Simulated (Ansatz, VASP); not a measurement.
## Nb: VASP beside Ansatz

```
Nb
1.0
    -1.67497    1.67497    1.67497
     1.67497   -1.67497    1.67497
     1.67497    1.67497   -1.67497
Nb
1
Direct
  0.00000 0.00000 0.00000
```

Alike in both runs: task single point; functional r2SCAN; k mesh 11 × 11 × 11; occupations fermi-dirac, width 0.05 eV; no spin polarisation.

|  | VASP | Ansatz |
| --- | --- | --- |
| version | VASP 6.6.1 | Ansatz 0.2.0 |
| potentials or method | VASP PAW PBE potentials, release 64 (Nb_sv) | Ansatz PAW |
| plane-wave cutoff (eV) | 550 | 500 |
| valence electrons in the cell | 13 | 13 |

Ansatz gave:

```
gap on the k mesh at the Fermi level (eV) : none
pressure (GPa)                            : -6.4
```

**Question.** Estimate VASP's values.

**Answer.** gap on the k mesh at the Fermi level (eV): none; pressure (GPa): -6.6.

VASP's potentials were made for PBE, not for r2SCAN. A gap of «none» marks a metal or a gap that the smearing closes.
